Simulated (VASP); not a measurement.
Runs of VASP 6.6.1 on NbAl3N4. The structure is that of space group Pm-3m (No. 221), or close to it. The cells are those of the table. 

```tsv
task	cell	k mesh	cutoff (eV)	gap on the mesh (eV)	pressure (GPa)
single point	a = 4.871 Å, 8 atoms	4 × 4 × 4	520	none	(a)
single point	a = 4.215 Å, 8 atoms	4 × 4 × 4	520	none	-0.4
single point	a = 4.216 Å, 8 atoms	10 × 10 × 10	520	none	-0.3
relaxation of cell and atoms	relaxed from a = 4.871 Å, 8 atoms	4 × 4 × 4	600	none	0.6
relaxation of cell and atoms	relaxed from a = 4.215 Å, 8 atoms	10 × 10 × 10	600	none	0.0
```

Alike in all rows: level PBE; potentials or basis VASP PAW PBE potentials, release 64 (Al, Nb_sv, N); no spin polarisation; smearing gaussian 0.1 eV.

Q: Estimate the missing entries.

A: (a) -40.5.

Caveats: some runs use coarse meshes.

A k mesh can miss the band edges, and the runs leave out spin-orbit coupling on Nb.

A gap of «none» marks levels without a gap at the run's occupations.
